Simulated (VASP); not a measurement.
# MoS2 (P-6m2) in VASP: dielectric tensor with PBE

Aim: the dielectric tensor of MoS2 with PBE.

All numbers are computed with VASP 6.6.1; they aren't measurements. Logs are shortened: lines on timing, memory, paths and dates and some standing lists are left out, and cuts for length are marked.

## (1) The cell of the first run

It takes space group P-6m2 (No. 187, hexagonal). The conventional cell has a = 3.171 Å, b = 3.171 Å, c = 6.810 Å, α = 90.00°, β = 90.00°, γ = 120.00°. Mo (site symmetry -6m2) has 6 S at 2.40 Å and 6 Mo at 3.17 Å within 3.2 Å. Within 3.2 Å of S (site symmetry 3m) lie 3 Mo at 2.40 Å and 7 S at 3.11 to 3.17 Å.

## (2) Dielectric tensor, PBE

INCAR reads:

```
PREC = Accurate ; ENCUT = 520
EDIFF = 1E-8 ; ISMEAR = 0
SIGMA = 0.01 ; LREAL = False
LASPH = True ; NELM = 100
ALGO = Normal ; ISIF = 2
LWAVE = False ; LCHARG = False
GGA = PE ; LEPSILON = True
```

KPOINTS reads:

```
Automatic mesh
0
Gamma
  9 9 4
```

POSCAR reads:

```
MoS2
1.0
    3.1709601090      0.0000000000      0.0000000000
   -1.5854800545      2.7461320088      0.0000000000
    0.0000000000      0.0000000000      6.8100356761
Mo S
1 2
Direct
    0.0000000000      0.0000000000      0.0000000000
    0.3333333333      0.6666666667      0.2285274094
    0.3333333333      0.6666666667      0.7714725906
```

Potentials or basis: VASP PAW PBE potentials, release 64 (Mo_sv, S).

On the command line:

```console
$ cat potpaw_PBE.64/Mo_sv/POTCAR potpaw_PBE.64/S/POTCAR > POTCAR
$ mpirun -np 1 vasp_std > vasp.out
```

OUTCAR:

```text
PREC = Accurate
   ENCUT = 520
   EDIFF = 1E-8
   ISMEAR = 0
   LREAL = False
   LASPH = True
   NELM = 100
   ISIF = 2
   GGA = PE
   LEPSILON = True

 ion  position               nearest neighbor table
   1  0.000  0.000  0.000-   2 2.40   3 2.40   2 2.40   3 2.40   2 2.40   3 2.40
   2  0.333  0.667  0.229-   1 2.40   1 2.40   1 2.40
   3  0.333  0.667  0.771-   1 2.40   1 2.40   1 2.40

  LATTYP: Found a hexagonal cell.
 ALAT       =     3.1709601090
 C/A-ratio  =     2.1476257796

  Lattice vectors:

 A1 = (   3.1709601090,   0.0000000000,   0.0000000000)
 A2 = (  -1.5854800545,   2.7461320088,   0.0000000000)
 A3 = (   0.0000000000,   0.0000000000,   6.8100356761)

Analysis of symmetry for initial positions (statically):
=====================================================================
 Subroutine PRICEL returns:
 Original cell was already a primitive cell.

 Routine SETGRP: Setting up the symmetry group for a
 hexagonal supercell.

 Subroutine GETGRP returns: Found 12 space group operations
 (whereof 12 operations were pure point group operations)
 out of a pool of 24 trial point group operations.

The static configuration has the point symmetry D_3h.

Analysis of symmetry for dynamics (positions and initial velocities):
=====================================================================
 Subroutine PRICEL returns:
 Original cell was already a primitive cell.

 Routine SETGRP: Setting up the symmetry group for a
 hexagonal supercell.

 Subroutine GETGRP returns: Found 12 space group operations
 (whereof 12 operations were pure point group operations)
 out of a pool of 24 trial point group operations.

The dynamic configuration has the point symmetry D_3h.

 Subroutine INISYM returns: Found 12 space group operations
 (whereof 12 operations are pure point group operations),
 and found     1 'primitive' translations

----------------------------------------------------------------------------------------

                                     Primitive cell

  volume of cell :      59.3009

  direct lattice vectors                    reciprocal lattice vectors
     3.170960109  0.000000000  0.000000000     0.315361898  0.182074277  0.000000000
    -1.585480055  2.746132009  0.000000000     0.000000000  0.364148554  0.000000000
     0.000000000  0.000000000  6.810035676     0.000000000  0.000000000  0.146842109

  length of vectors
     3.170960109  3.170960109  6.810035676     0.364148554  0.364148554  0.146842109

  position of ions in fractional coordinates (direct lattice)
     0.000000000  0.000000000  0.000000000
     0.333333333  0.666666667  0.228527409
     0.333333333  0.666666667  0.771472591

  ion indices of the primitive-cell ions
   primitive index   ion index
                 1           1
                 2           2
                 3           3

----------------------------------------------------------------------------------------

 KPOINTS: Automatic mesh

Automatic generation of k-mesh.
 Grid dimensions read from file:
 generate k-points for:    9    9    4

 Generating k-lattice:

  Cartesian coordinates                     Fractional coordinates (reciprocal lattice)
     0.035040211  0.020230475  0.000000000     0.111111111  0.000000000  0.000000000
     0.000000000  0.040460950  0.000000000     0.000000000  0.111111111  0.000000000
     0.000000000  0.000000000  0.036710527     0.000000000  0.000000000  0.250000000

  Length of vectors
     0.040460950  0.040460950  0.036710527

  Shift w.r.t. Gamma in fractional coordinates (k-lattice)
     0.000000000  0.000000000  0.000000000

 Subroutine IBZKPT returns following result:
 ===========================================

 Found     36 irreducible k-points:
[... 72 lines left out ...]
   LHFCALC =     F    Hartree Fock is set to
   AEXX    =    0.0000 exact exchange contribution
   IVDW    =     0    specifies the selected vdW correction
   LEPSILON=     T    determine dielectric tensor
   LRPA    =     F    only Hartree local field effects (RPA)
 non-spin polarized calculation
 Gauss-broadening in eV      SIGMA  =   0.01
  energy-cutoff  :      520.00
  volume of cell :       59.30
 maximum number of plane-waves:      1616
 NGX is ok and might be reduce to    24
   NGX = 11   NGY = 11   NGZ = 25

--------------------------------------- Ionic step        1  -------------------------------------------

 number of electron      26.0000000 magnetization

 E-fermi :   6.1068     XC(G=0): -10.0525

 val. band max:        6.0187368198   @ k =   0.0000   0.0000   0.5000
 cond. band min:       7.2996573736   @ k =   0.3333   0.3333   0.0000
 fundamental gap:      1.2809205539
 Fermi energy:         6.1067977641

 k-point     1 :       0.0000    0.0000    0.0000
  band No.  band energies     occupation
      1     -55.2379      2.00000
      2     -29.3898      2.00000
      3     -29.1713      2.00000
      4     -29.1713      2.00000
      5      -8.5676      2.00000
      6      -7.1369      2.00000
[... 457 lines left out ...]
      4     -29.3017      2.00000
      5      -6.3658      2.00000
      6      -6.2758      2.00000
[... 9 lines left out ...]
     16       9.1989      0.00000
     17      10.5986      0.00000

 [... further k-points ...]

  FORCE on cell =-STRESS in cart. coord.  units (eV):
  Direction    XX          YY          ZZ          XY          YZ          ZX
  --------------------------------------------------------------------------------------
  -------------------------------------------------------------------------------------
  Total        0.6167282      0.6167282      0.9778551      0.0000000      0.0000000      0.0000000
  in kB       16.6626018     16.6626018     26.4194345      0.0000000      0.0000000      0.0000000
  external PRESSURE =      19.9148794 kB  Pullay stress =       0.0000000 kB

 VOLUME and BASIS-vectors are now :
 -----------------------------------------------------------------------------
  energy-cutoff  :      520.00
  volume of cell :       59.30
      direct lattice vectors                 reciprocal lattice vectors
     3.170960109  0.000000000  0.000000000     0.315361898  0.182074277  0.000000000
    -1.585480055  2.746132009  0.000000000     0.000000000  0.364148554  0.000000000
     0.000000000  0.000000000  6.810035676     0.000000000  0.000000000  0.146842109

 POSITION                                       TOTAL-FORCE (eV/Angst)
 -----------------------------------------------------------------------------------
      0.00000      0.00000      0.00000        -0.000000     -0.000000      0.000000
     -0.00000      1.83075      1.55628         0.000000      0.000000      0.124336
     -0.00000      1.83075      5.25376         0.000000     -0.000000     -0.124336
 -----------------------------------------------------------------------------------
    total drift:                                0.000000     -0.000000     -0.000000

  FREE ENERGIE OF THE ION-ELECTRON SYSTEM (eV)
  ---------------------------------------------------
  free  energy   TOTEN  =       -21.8287785556 eV

  energy  without entropy=      -21.8287785556  energy(sigma->0) =      -21.82877856

 HEAD OF MICROSCOPIC STATIC DIELECTRIC TENSOR (INDEPENDENT PARTICLE, excluding Hartree and local field effects)
 ------------------------------------------------------
          14.515821    -0.000000    -0.000000
           0.000000    14.515821     0.000000
          -0.000000    -0.000000     8.057817
 ------------------------------------------------------

 Free energy of the ion-electron system (eV)
  ---------------------------------------------------
  ---------------------------------------------------
  free energy    TOTEN  =        -2.25112068 eV

  energy without entropy =       -2.25112068

------------------------ aborting loop because EDIFF is reached ----------------------------------------

--------------------------------------- Ionic step        2  -------------------------------------------

------------------------ aborting loop because EDIFF is reached ----------------------------------------

--------------------------------------- Ionic step        3  -------------------------------------------

 Free energy of the ion-electron system (eV)
  ---------------------------------------------------
  ---------------------------------------------------
  free energy    TOTEN  =        -0.56841115 eV

  energy without entropy =       -0.56841115

------------------------ aborting loop because EDIFF is reached ----------------------------------------

 PIEZOELECTRIC TENSOR FIELD DIRECTION 3  (e Angst)
 -----------------------------------------------------------------------------
     0.00006 -0.00000  0.00000           (  0.00000  0.00000  0.00000)
     0.00000  0.00006  0.00000           (  0.00000  0.00000  0.00000)
    -0.00000  0.00000 -0.00250           ( -0.00000  0.00000 -0.00001)

 PIEZOELECTRIC TENSOR FIELD DIRECTION 3  (C/m^2)
 -----------------------------------------------------------------------------
     0.00002 -0.00000  0.00000
     0.00000  0.00002  0.00000
    -0.00000  0.00000 -0.00067

 MACROSCOPIC STATIC DIELECTRIC TENSOR (including local field effects in DFT)
 ------------------------------------------------------
          13.771063    -0.000000    -0.000000
           0.000000    13.771063    -0.000000
           0.000000     0.000000     4.193491
 ------------------------------------------------------

 PIEZOELECTRIC TENSOR (including local field effects)  for field in x, y, z        (e  Angst)
          XX          YY          ZZ          XY          YZ          ZX
  --------------------------------------------------------------------------------
  x     0.00000     0.00000     0.00000     1.74002     0.00000     0.00000
  y     1.74002    -1.74002    -0.00000     0.00000     0.00000     0.00000
  z     0.00000     0.00000     0.00000     0.00000     0.00000     0.00000

 PIEZOELECTRIC TENSOR (including local field effects)  for field in x, y, z        (C/m^2)
          XX          YY          ZZ          XY          YZ          ZX
  --------------------------------------------------------------------------------
  x     0.00000     0.00000     0.00000     0.47011     0.00000     0.00000
  y     0.47011    -0.47011    -0.00000     0.00000     0.00000     0.00000
  z     0.00000     0.00000     0.00000     0.00000     0.00000     0.00000

 BORN EFFECTIVE CHARGES (including local field effects) (in |e|, cummulative output)
 ---------------------------------------------------------------------------------
 ion    1
    1    -0.97249     0.00000     0.00000
    2     0.00000    -0.97249     0.00000
    3     0.00000     0.00000    -0.30811
 ion    2
    1     0.48625     0.00000     0.00000
    2    -0.00000     0.48625     0.00000
    3     0.00000     0.00000     0.15406
 ion    3
    1     0.48625     0.00000     0.00000
    2    -0.00000     0.48625     0.00000
    3     0.00000    -0.00000     0.15406
```

Wall time 3.3 min (1 thread of Intel Xeon 6975P-C (Granite Rapids), shared host); peak memory 0.39 GiB.

What came out:

| Property | Result |
| --- | --- |
| Band gap on the k mesh | 1.28 eV, indirect (least direct gap 1.69 eV) |
| Electronic dielectric tensor (diagonal) | 13.77, 13.77, 4.19 |
| Born charges (mean of the diagonal) | Mo -0.75; S +0.38 e |

Electronic dielectric tensor:
```
13.77  0.00  0.00
 0.00 13.77  0.00
 0.00  0.00  4.19
```

Born effective charge tensors (e):
atom 1, Mo
```
-0.97  0.00  0.00
 0.00 -0.97  0.00
 0.00  0.00 -0.31
```
atom 2, S
```
0.49 0.00 0.00
0.00 0.49 0.00
0.00 0.00 0.15
```
atom 3, S
```
0.49 0.00 0.00
0.00 0.49 0.00
0.00 0.00 0.15
```

Caveat: this functional lacks dispersion, which binds the layers, so the pressure and a relaxed spacing across them are unreliable. A hybrid or GW would open this gap; PBE tends to underestimate it.
